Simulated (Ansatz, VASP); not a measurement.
# Ga2PN in VASP and in Ansatz

Contents of POSCAR:

```
Ga2PN
1.0
    3.5658720990      0.0000000000      0.0000000000
    0.0000000000      3.5658720990      0.0000000000
    0.0000000000      0.0000000000      5.0062091590
N Ga P
1 2 1
Direct
    0.0000000000      0.0000000000      0.0000000000
    0.0000000000      0.5000000000      0.7927838361
    0.5000000000      0.0000000000      0.2072161639
    0.5000000000      0.5000000000      0.5000000000
```

Contents of INCAR.step1:

```
PREC = Accurate
ENCUT = 520
ISMEAR = -1
SIGMA = 0.02
LREAL = F
LASPH = T
NELM = 60
NBANDS = 26
GGA = PE
ALGO = Normal
EDIFF = 1E-4
LWAVE = T
LCHARG = F
```

INCAR.step2

```
PREC = Accurate
ENCUT = 520
EDIFF = 1E-7
ISMEAR = -1
SIGMA = 0.02
LREAL = F
LASPH = T
NELM = 60
ALGO = Normal
ISIF = 2
LWAVE = F
LCHARG = F
METAGGA = R2SCAN
LMIXTAU = T
NBANDS = 26
ISTART = 1
```

Contents of KPOINTS:

```
Automatic mesh
0
Gamma
  6 6 4
```

Input for Ansatz:

```yaml
crystal:
  lattice:
    - [3.565872099, 0.0, 0.0]
    - [0.0, 3.565872099, 0.0]
    - [0.0, 0.0, 5.006209159]
  atoms:
    - { symbol: "N", position: [0.0, 0.0, 0.0] }
    - { symbol: Ga, position: [0.0, 0.5, 0.7927838361] }
    - { symbol: P, position: [0.5, 0.5, 0.5] }
    - { symbol: Ga, position: [0.5, 0.0, 0.2072161639] }
kpoints:
  mp_grid: { grid: [6, 6, 4] }
hamiltonian:
  xc: r2scan
scf:
  occupations: { method: fermi_dirac, width: 0.02 }
  n_extra_bands: 5
output:
  forces: true
  stress: true
  eigenvalues: true
```

Alike in both runs: task single point; functional r2SCAN; k mesh 6 × 6 × 4; occupations fermi-dirac, width 0.02 eV; no spin polarisation.

|  | VASP | Ansatz |
| --- | --- | --- |
| version | VASP 6.6.1 | Ansatz 0.2.0 |
| potentials or method | VASP PAW PBE potentials, release 64 (N, Ga_d, P) | plane waves, PAW |
| plane-wave cutoff (eV) | 520 | 500 |
| valence electrons in the cell | 36 | 36 |

```tsv
	VASP	Ansatz	Ansatz less VASP
pressure (GPa)	-3.2	-3.5	-0.24
rms of the force components (eV/Å)	0.042	0.020	-0.0226
```

VASP's potentials were made for PBE, not for r2SCAN. The functional is the same, so the differences come from potentials, cutoffs and numerics.
